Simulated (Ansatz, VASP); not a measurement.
# Two plane-wave programs on MgSe

```
CELL_PARAMETERS angstrom
0.00000 2.73548 2.73548
2.73548 0.00000 2.73548
2.73548 2.73548 0.00000
ATOMIC_POSITIONS crystal
Mg 0.00000 0.00000 0.00000
Se 0.50000 0.50000 0.50000
```

Alike in both runs: task single point; functional PBE; k mesh 6 × 6 × 6; occupations gaussian, width 0.1 eV; no spin polarisation.

|  | VASP | Ansatz |
| --- | --- | --- |
| version | VASP 6.6.1 | Ansatz 0.2.0 |
| potentials or method | VASP PAW PBE potentials, release 64 (Mg, Se), cutoff 600 eV | scalar-relativistic, plane waves, PAW |
| valence electrons in the cell | 8 | 26 |

Ansatz gave:

- gap on the k mesh at the Fermi level (eV): 1.80
- least direct gap on the mesh (eV): 2.53
- pressure (GPa): 1.3

Problem. What did VASP give for the same quantities?

Solution. gap on the k mesh at the Fermi level (eV): 1.78; least direct gap on the mesh (eV): 2.52; pressure (GPa): 1.2.

VASP's potentials hold 8 valence electrons a cell and Ansatz's 26, so a difference there can come from the potentials and not from the codes.
